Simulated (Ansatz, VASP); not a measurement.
**Li2Se in VASP and in Ansatz**

```xyz
3
Lattice="0.0000 3.0614 3.0614 3.0614 0.0000 3.0614 3.0614 3.0614 0.0000" Properties=species:S:1:pos:R:3 pbc="T T T"
Li    1.5307    1.5307    1.5307
Li    4.5921    4.5921    4.5921
Se    0.0000    0.0000    0.0000
```

Alike in both runs: task single point; functional PBE; k mesh 8 × 8 × 8; occupations gaussian, width 0.02 eV; no spin polarisation.

```csv
,VASP,Ansatz
version,VASP 6.6.1,Ansatz 0.2.0
potentials or method,"VASP PAW PBE potentials, release 64 (Li_sv, Se), cutoff 750 eV","scalar-relativistic, plane waves, PAW"
valence electrons in the cell,12,22
```

```csv
,VASP,Ansatz,Ansatz less VASP
gap on the k mesh at the Fermi level (eV),3.02,3.02,+0.005
least direct gap on the mesh (eV),3.15,3.14,-0.002
pressure (GPa),-1.8,-1.7,+0.06
```

With one functional, cell and mesh, what is left measures potentials, basis and numerics. VASP's potentials hold 12 valence electrons a cell and Ansatz's 22, so a difference there can come from the potentials and not from the codes.
